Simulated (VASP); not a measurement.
Crystal: As.

```
As
1.0
     1.88080    1.08588    3.51406
    -1.88080    1.08588    3.51406
     0.00000   -2.17176    3.51406
As
2
Direct
  0.22600 0.22600 0.22600
  0.77400 0.77400 0.77400
```

Base run:

| Property | Result |
| --- | --- |
| Program | VASP 6.6.1 |
| Functional | LDA |
| Potentials or basis | VASP PAW LDA potentials, release 64 (As_d) |
| Cutoff | 600 eV |
| k mesh | 7 × 7 × 7 |
| Occupations | fermi-dirac, width 0.05 eV |
| Spin | non-collinear spin, zero start, spin-orbit coupling |
| Starting moments | [[0.0, 0.0, 0.0], [0.0, 0.0, 0.0]] μB |

Its results: pressure -1.3 GPa; net moment 0.00 μB per cell; largest force 0.262 eV/Å.

**Question.** The run is repeated on the same cell with these changes: functional from LDA to PBE; potentials or basis from VASP PAW LDA potentials, release 64 (As_d) to VASP PAW PBE potentials, release 64 (As_d). What comes out?

**Answer.** Pressure 3.7 GPa; net moment 0.00 μB per cell; largest force 0.405 eV/Å.

Caveats: the cell stands under pressure (at least some runs).
